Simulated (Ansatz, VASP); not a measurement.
**One calculation of AgBr, two programs**

File INCAR:

```
SYSTEM = AgBr
PREC = Accurate
ENCUT = 500
EDIFF = 1E-6
ISMEAR = 0
SIGMA = 0.01
LREAL = .False.
LASPH = .True.
NELM = 120
ALGO = Normal
ISIF = 2
LWAVE = .False.
LCHARG = .False.
GGA = PE
NBANDS = 16
GGA_COMPAT = .False.
```

File KPOINTS:

```
Automatic mesh
0
Gamma
  6 6 6
  0 0 0
```

POSCAR

```
AgBr
1.0
    0.0000000000      2.8701500000      2.8701500000
    2.8701500000      0.0000000000      2.8701500000
    2.8701500000      2.8701500000      0.0000000000
Ag Br
1 1
Direct
    0.0000000000      0.0000000000      0.0000000000
    0.5000000000      0.5000000000      0.5000000000
```

Input for Ansatz:

```yaml
crystal:
  lattice:
    - [0.0, 2.87015, 2.87015]
    - [2.87015, 0.0, 2.87015]
    - [2.87015, 2.87015, 0.0]
  atoms:
    - { symbol: Ag, position: [0.0, 0.0, 0.0] }
    - { symbol: Br, position: [0.5, 0.5, 0.5] }
kpoints:
  mp_grid:
    grid: [6, 6, 6]
hamiltonian:
  xc: pbe
scf:
  convergence:
    dr2_threshold: 1.0e-10
  occupations:
    method: fixed
output:
  stress: true
```

Alike in both runs: task single point; functional PBE; k mesh 6 × 6 × 6; no spin polarisation.

|  | VASP | Ansatz |
| --- | --- | --- |
| version | VASP 6.6.1 | Ansatz 0.2.0 |
| potentials or method | VASP PAW PBE potentials, release 64 (Ag, Br) | plane waves, PAW |
| plane-wave cutoff (eV) | 500 | 420 |
| occupations | gaussian, width 0.01 eV | fixed |
| valence electrons in the cell | 18 | 26 |

|  | VASP | Ansatz | Ansatz less VASP |
| --- | --- | --- | --- |
| pressure (GPa) | 2.3 | 2.3 | +0.04 |

VASP's potentials hold 18 valence electrons a cell and Ansatz's 26, so a difference there can come from the potentials and not from the codes.
